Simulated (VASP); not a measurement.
# LaH (P-6m2) in VASP: single point with PBE

Aim: the single point of LaH with PBE.

Program: VASP 6.6.1. These are calculated values, not measurements. Logs are shortened: lines on timing, memory, paths and dates and some standing lists are left out, and cuts for length are marked.

## Step 1: The cell of the first run

The structure is hexagonal, space group P-6m2 (No. 187). The conventional cell has a = 3.948 Å, b = 3.948 Å, c = 3.535 Å, α = 90.00°, β = 90.00°, γ = 120.00°. Within 3.0 Å of La (site symmetry -6m2) lie 3 H at 2.28 Å. Within 3.0 Å of H (site symmetry -6m2) lie 3 La at 2.28 Å.

## Step 2: Single point, PBE

INCAR reads:

```
SYSTEM = LaH
ALGO     = Normal         ! electronic algorithm
EDIFF    = 1E-6           ! SCF threshold, eV
ENCUT    = 500            ! plane-wave cutoff, eV
GGA      = PE             ! functional
GGA_COMPAT= .FALSE.      
ISIF     = 2              ! what is computed and relaxed
ISMEAR   = 0              ! smearing method
LASPH    = .TRUE.         ! aspherical terms in the spheres
LCHARG   = .FALSE.        ! write CHGCAR
LMAXMIX  = 6              ! l up to which the mixer works
LREAL    = .FALSE.        ! projectors in reciprocal space
LWAVE    = .FALSE.        ! write WAVECAR
NBANDS   = 13             ! bands
NELM     = 200            ! most SCF steps
PREC     = Accurate       ! precision mode
SIGMA    = 0.2            ! smearing width, eV
```

KPOINTS reads:

```
k-points
0
G
  6 6 6
  0 0 0
```

POSCAR reads:

```
LaH
1.0
    3.9475995249     -0.0000000030      0.0000000000
   -1.9737997598      3.4187214741      0.0000000000
    0.0000000000      0.0000000000      3.5350595400
La H
1 1
Direct
    0.0000000000      0.0000000000      0.5000000000
    0.6666666667      0.3333333333      0.5000000000
```

Potentials or basis: VASP PAW PBE potentials, release 64 (La, H).

Run with:

```console
> cat potpaw_PBE.64/La/POTCAR potpaw_PBE.64/H/POTCAR > POTCAR
> mpirun -np 1 vasp_std > vasp.out
```

OUTCAR:

```text
SYSTEM = LaH
   EDIFF = 1E-6
   ENCUT = 500
   GGA = PE
   ISIF = 2
   ISMEAR = 0
   LASPH = .TRUE.
   LREAL = .FALSE.
   NELM = 200
   PREC = Accurate

 ion  position               nearest neighbor table
   1  0.000  0.000  0.500-   2 2.28   2 2.28   2 2.28
   2  0.667  0.333  0.500-   1 2.28   1 2.28   1 2.28

  LATTYP: Found a hexagonal cell.
 ALAT       =     3.9475995249
 C/A-ratio  =     0.8954959888

  Lattice vectors:

 A1 = (   3.9475995249,  -0.0000000030,   0.0000000000)
 A2 = (  -1.9737997598,   3.4187214741,   0.0000000000)
 A3 = (   0.0000000000,   0.0000000000,   3.5350595400)

Analysis of symmetry for initial positions (statically):
=====================================================================
 Subroutine PRICEL returns:
 Original cell was already a primitive cell.

 Routine SETGRP: Setting up the symmetry group for a
 hexagonal supercell.

 Subroutine GETGRP returns: Found 12 space group operations
 (whereof 12 operations were pure point group operations)
 out of a pool of 24 trial point group operations.

The static configuration has the point symmetry D_3h.

Analysis of symmetry for dynamics (positions and initial velocities):
=====================================================================
 Subroutine PRICEL returns:
 Original cell was already a primitive cell.

 Routine SETGRP: Setting up the symmetry group for a
 hexagonal supercell.

 Subroutine GETGRP returns: Found 12 space group operations
 (whereof 12 operations were pure point group operations)
 out of a pool of 24 trial point group operations.

The dynamic configuration has the point symmetry D_3h.

 Subroutine INISYM returns: Found 12 space group operations
 (whereof 12 operations are pure point group operations),
 and found     1 'primitive' translations

----------------------------------------------------------------------------------------

                                     Primitive cell

  volume of cell :      47.7083

  direct lattice vectors                    reciprocal lattice vectors
     3.947599525 -0.000000003  0.000000000     0.253318503  0.146253505  0.000000000
    -1.973799760  3.418721474  0.000000000     0.000000000  0.292507011  0.000000000
     0.000000000  0.000000000  3.535059540     0.000000000  0.000000000  0.282880667

  length of vectors
     3.947599525  3.947599525  3.535059540     0.292507011  0.292507011  0.282880667

  position of ions in fractional coordinates (direct lattice)
     0.000000000  0.000000000  0.500000000
     0.666666667  0.333333333  0.500000000

  ion indices of the primitive-cell ions
   primitive index   ion index
                 1           1
[... 80 lines left out ...]
   ISYM   =      2    0-nonsym 1-usesym 2-fastsym
   POTIM  = 0.5000    time-step for ionic-motion
   TEBEG  =    0.0;   TEEND  =   0.0 temperature during run
   PSTRESS=    0.0 pullay stress
   NELECT =      12.0000    total number of electrons
   NUPDOWN=      -1.0000    fix difference up-down
   EMIN   =  10.00;   EMAX   =-10.00  energy-range for DOS
   EFERMI =   0.00;   METHOD = LEGACY
   ISMEAR =     0;   SIGMA  =   0.20  broadening in eV -4-tet -1-fermi 0-gaus
   EFERMI_NEDOS =   21; number of points for ismear=-14 and -15
   IALGO  =     38    algorithm
   IMIX   =      4    mixing-type and parameters
     AMIX     =   0.40;   BMIX     =  1.00
     AMIX_MAG =   1.60;   BMIX_MAG =  1.00
  volume/ion in A,a.u.               =      23.85       160.98
  Fermi-wavevector in a.u.,A,eV,Ry     =   1.033405  1.952853 14.530026  1.067927
  Thomas-Fermi vector in A             =   2.167651
   LORBIT       =      0    0 simple, 1 ext, 2 COOP (PROOUT), +10 PAW based schemes
   GGA     = PE    functional components
   LHFCALC =     F    Hartree Fock is set to
   AEXX    =    0.0000 exact exchange contribution
   IVDW    =     0    specifies the selected vdW correction
   LEPSILON=     F    determine dielectric tensor
   LRPA    =     F    only Hartree local field effects (RPA)
 non-spin polarized calculation
 Gauss-broadening in eV      SIGMA  =   0.20
  energy-cutoff  :      500.00
  volume of cell :       47.71
 maximum number of plane-waves:      1225
 NGX is ok and might be reduce to    30
   NGX = 15   NGY = 15   NGZ = 13

 number of electron      11.9999999 magnetization

 Free energy of the ion-electron system (eV)
  ---------------------------------------------------
  ext. energy  EPLUGINS =         0.00000000
  ---------------------------------------------------
  free energy    TOTEN  =        -8.52642890 eV

  energy without entropy =       -8.49453974  energy(sigma->0) =       -8.51048432

 E-fermi :   5.7882     XC(G=0):  -8.8293

 val. band max:        5.7691512245   @ k =   0.5000  -0.0000   0.1667
 cond. band min:       5.8186416846   @ k =   0.1667   0.0000   0.0000
 fundamental gap:      0.0494904601
 Fermi energy:         5.7882378589

 k-point     1 :       0.0000    0.0000    0.0000
  band No.  band energies     occupation
      1     -27.3692      2.00000
      2     -10.7070      2.00000
      3     -10.7070      2.00000
      4     -10.4799      2.00000
      5       0.3346      2.00000
      6       4.4380      2.00000
      7       6.6465      0.00000
      8       6.8115      0.00000
      9       6.8115      0.00000
     10       7.3854      0.00000
     11       7.3854      0.00000
     12       7.5444      0.00000
     13       7.5773      0.00000
[... 354 lines left out ...]
  band No.  band energies     occupation
      1     -27.1906      2.00000
      2     -11.5450      2.00000
      3     -11.1846      2.00000
      4     -10.7095      2.00000
      5       2.0213      2.00000
      6       4.6665      2.00000
      7       6.7052      0.00000
      8       7.1085      0.00000
      9       7.3171      0.00000
     10       7.3714      0.00000
     11       7.3904      0.00000
     12       7.6288      0.00000
     13       7.7051      0.00000

 [... further k-points ...]
[... 5 lines left out ...]
  --------------------------------------------------------------------------------------
  -------------------------------------------------------------------------------------
  Total       -0.2242658     -0.2242658      0.1560382     -0.0000000     -0.0000000      0.0000000
  in kB       -7.5314743     -7.5314743      5.2402017     -0.0000000     -0.0000000      0.0000000
  external PRESSURE =      -3.2742490 kB  Pullay stress =       0.0000000 kB

 VOLUME and BASIS-vectors are now :
 -----------------------------------------------------------------------------
  energy-cutoff  :      500.00
  volume of cell :       47.71
      direct lattice vectors                 reciprocal lattice vectors
     3.947599525 -0.000000003  0.000000000     0.253318503  0.146253505  0.000000000
    -1.973799760  3.418721474  0.000000000     0.000000000  0.292507011  0.000000000
     0.000000000  0.000000000  3.535059540     0.000000000  0.000000000  0.282880667

 POSITION                                       TOTAL-FORCE (eV/Angst)
 -----------------------------------------------------------------------------------
      0.00000      0.00000      1.76753         0.000000     -0.000000      0.000000
      1.97380      1.13957      1.76753        -0.000000      0.000000      0.000000
 -----------------------------------------------------------------------------------
    total drift:                               -0.000000      0.000000      0.000000

  FREE ENERGIE OF THE ION-ELECTRON SYSTEM (eV)
  ---------------------------------------------------
  free  energy   TOTEN  =        -8.5264288996 eV

  energy  without entropy=       -8.4945397438  energy(sigma->0) =       -8.51048432
```

OSZICAR:

```text
N       E                     dE             d eps       ncg     rms          rms(c)
DAV:   1     0.105452636477E+03    0.10545E+03   -0.46117E+03   728   0.118E+03
DAV:   2    -0.151382310235E+01   -0.10697E+03   -0.10267E+03   952   0.189E+02
DAV:   3    -0.833738051906E+01   -0.68236E+01   -0.67124E+01   870   0.763E+01
DAV:   4    -0.904866564109E+01   -0.71129E+00   -0.70455E+00  1389   0.153E+01
DAV:   5    -0.906845817413E+01   -0.19793E-01   -0.19782E-01  1135   0.287E+00    0.418E+00
DAV:   6    -0.861914371093E+01    0.44931E+00   -0.67891E-01  1182   0.359E+00    0.212E+00
DAV:   7    -0.851735959239E+01    0.10178E+00   -0.55991E-01  1066   0.338E+00    0.627E-01
DAV:   8    -0.852533161892E+01   -0.79720E-02   -0.36460E-02  1259   0.152E+00    0.260E-01
DAV:   9    -0.852652537008E+01   -0.11938E-02   -0.46420E-03  1406   0.532E-01    0.789E-02
DAV:  10    -0.852642860371E+01    0.96766E-04   -0.76215E-04  1108   0.126E-01    0.251E-02
DAV:  11    -0.852642893004E+01   -0.32633E-06   -0.40448E-05  1220   0.465E-02    0.468E-03
DAV:  12    -0.852642889959E+01    0.30444E-07   -0.33646E-06  1392   0.132E-02
   1 F= -.85264289E+01 E0= -.85104843E+01  d E =-.318892E-01
```

stdout:

```text
POSCAR found type information on POSCAR LaH
 POSCAR found :  2 types and       2 ions
 scaLAPACK will be used
 LDA part: xc-table for (Slater+PW92), standard interpolation
 POSCAR, INCAR and KPOINTS ok, starting setup
 FFT: planning ... GRIDC
 FFT: planning ... GRID_SOFT
 FFT: planning ... GRID
 WAVECAR not read
 entering main loop
```

Wall time 9.3 s (1 thread of Intel Xeon 6975P-C (Granite Rapids), shared host); peak memory 0.18 GiB.

Results:

* Free energy: -8.5264 eV
* Pressure: -0.3 GPa
* Band gap on the k mesh: zero (band 6 reaches 6.43 eV, above the bottom of band 7 at 5.12 eV)

Caveat: spin-orbit coupling is left out, which moves the levels of the heavy elements.
